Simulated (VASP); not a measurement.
Runs of VASP 6.6.1 on Ni. The structure is that of space group Im-3m (No. 229), or close to it. The cells are those of the table. 

```csv
cell,gap on the mesh (eV),pressure (GPa),moment (μB)
"a = 2.216 Å, angles 109.5°, 1 atom",none,82.5,0.00
"a = 2.119 Å, angles 109.5°, 1 atom",none,(a),0.00
"a = 2.305 Å, angles 109.5°, 1 atom",none,28.2,(b)
"a = 2.013 Å, angles 109.5°, 1 atom",none,380.8,0.00
```

Alike in all rows: task single point; level PBEsol; potentials or basis VASP PAW PBE potentials, release 64 (Ni); spin collinear, ferromagnetic start; k mesh 21 × 21 × 21; cutoff (eV) 520; smearing fermi-dirac 0.08 eV.

Estimate the missing entries.

(a) 183.8; (b) 0.02.

Caveats: the PAW data sets were made with another functional, which shifts forces and pressure a little.

A gap of «none» marks levels without a gap at the run's occupations.
